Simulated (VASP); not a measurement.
KF, 2 atoms in the cell. It takes space group R-3m (No. 166, trigonal). The conventional cell has a = 3.891 Å, b = 3.891 Å, c = 9.842 Å, α = 90.00°, β = 90.00°, γ = 120.00°. Within 3.7 Å of K (site symmetry -3m) lie 6 F at 2.78 Å. Within 3.7 Å of F (site symmetry -3m) lie 6 K at 2.78 Å. 

| Property | Result |
| --- | --- |
| Program | VASP 6.6.1 |
| Task | single point |
| Functional | PBE |
| Potentials or basis | VASP PAW PBE potentials, release 64 (K_sv, F) |
| Cutoff | 520 eV |
| k mesh | 8 × 8 × 8 |
| Occupations | gaussian, width 0.05 eV |
| Spin | no spin polarisation |
| Dipole correction | no |
| Further INCAR settings | ALGO = Normal; EDIFF = 1e-06; NBANDS = 15 |

Potentials or basis: VASP PAW PBE potentials, release 64 (K_sv, F).

Command:

```bash
$ cat potpaw_PBE.64/K_sv/POTCAR potpaw_PBE.64/F/POTCAR > POTCAR
$ mpirun -np 1 vasp_std > vasp.out
```

Hardware: 1 thread of Intel Xeon 8259CL, with other jobs on the host.

Task: Estimate the wall time of this run.

Result: Wall time 54 s on 1 thread of Intel Xeon 8259CL, with other jobs on the host, peak memory 0.19 GiB. Counts: scf iterations 13, k points 65.
